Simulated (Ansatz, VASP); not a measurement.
# Te: VASP beside Ansatz

The input INCAR:

```
PREC = Accurate ; ENCUT = 520
EDIFF = 1E-7 ; ISMEAR = -1
SIGMA = 0.08 ; LREAL = F
LASPH = T ; NELM = 60
ALGO = Normal ; ISIF = 2
LWAVE = F ; LCHARG = T
GGA = CA ; LELF = T
LVHAR = T ; NBANDS = 16
```

KPOINTS

```
Automatic mesh
0
Gamma
  9 9 6
```

POSCAR

```
Te
1.0
    4.4280790977      0.0000000000      0.0000000000
   -2.2140395489      3.8348289886      0.0000000000
    0.0000000000      0.0000000000      5.8852337012
Te
3
Direct
    0.7450000000      0.0000000000      0.3333333333
    0.0000000000      0.7450000000      0.6666666667
    0.2550000000      0.2550000000      0.0000000000
```

Input for Ansatz:

```yaml
crystal:
  lattice:
    - [4.4280790977, 0.0, 0.0]
    - [-2.2140395489, 3.8348289886, 0.0]
    - [0.0, 0.0, 5.8852337012]
  atoms:
    - { symbol: Te, position: [0.745, 0.0, 0.3333333333] }
    - { symbol: Te, position: [0.0, 0.745, 0.6666666667] }
    - { symbol: Te, position: [0.255, 0.255, 0.0] }
kpoints:
  mp_grid: { grid: [9, 9, 6] }
  band_path:
    path:
      - [0.0, 0.0, 0.0]
      - [0.5, 0.0, 0.0]
      - [0.3333333333, 0.3333333333, 0.0]
      - [0.0, 0.0, 0.0]
      - [0.0, 0.0, 0.5]
      - [0.5, 0.0, 0.5]
      - [0.3333333333, 0.3333333333, 0.5]
      - [0.0, 0.0, 0.5]
      - [0.5, 0.0, 0.5]
    npoints: 5
scf:
  occupations: { method: fermi_dirac, width: 0.08 }
hamiltonian:
  xc: lda
  pseudopotentials: { kind: all_electron, lapw: { basis_error: 0.0005 } }
output:
  forces: true
  stress: true
  eigenvalues: true
```

Change from the starting cell: volume scaled by 0.98.

Alike in both runs: task single point; functional LDA; k mesh 9 × 9 × 6; occupations fermi-dirac, width 0.08 eV; no spin polarisation.

```csv
,VASP,Ansatz
version,VASP 6.6.1,Ansatz 0.2.0
potentials or method,"VASP PAW LDA potentials, release 64 (Te), cutoff 520 eV","all-electron LAPW, scalar-relativistic"
```

VASP gave:

| Item | Value |
| --- | --- |
| pressure (GPa) | 0.9 |
| traceless stress, the component that is largest in VASP (GPa) | 0.88 |
| rms of the force components (eV/Å) | 0.385 |

Task: What did Ansatz give for the same quantities?

Result: Pressure (GPa): 0.8; traceless stress, the component that is largest in VASP (GPa): 0.77; rms of the force components (eV/Å): 0.359.

LDA's correlation is that of Perdew and Zunger in VASP and of Perdew and Wang (1992) in Ansatz. Atom by atom the forces differ by 0.027 eV/Å (rms over components). Ansatz ran all-electron here, and VASP with PAW potentials.

Spin-orbit coupling is off throughout.
